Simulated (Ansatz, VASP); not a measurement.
Two plane-wave programs on KF

```
CELL_PARAMETERS angstrom
0.00000 2.93540 3.06133
2.93540 0.00000 3.06133
2.93540 2.93540 0.00000
ATOMIC_POSITIONS crystal
K 0.00000 0.00000 0.00000
F 0.25000 0.25000 0.25000
```

Change from the starting cell: uniaxial_z strain +4.3%.

Alike in both runs: task single point; functional r2SCAN; k mesh 8 × 8 × 8; no spin polarisation.

```csv
,VASP,Ansatz
version,VASP 6.6.1,Ansatz 0.2.0
potentials or method,"VASP PAW PBE potentials, release 64 (K_sv, F)","plane waves, PAW"
plane-wave cutoff (eV),520,500
occupations,"gaussian, width 0.01 eV",fixed
valence electrons in the cell,16,16
```

|  | VASP | Ansatz | Ansatz less VASP |
| --- | --- | --- | --- |
| gap on the k mesh at the Fermi level (eV) | 5.63 | 5.64 | +0.005 |
| pressure (GPa) | -0.9 | -0.9 | +0.03 |
| traceless stress, the component that is largest in VASP (GPa) | -0.10 | -0.11 | -0.006 |

VASP's potentials were made for PBE, not for r2SCAN.
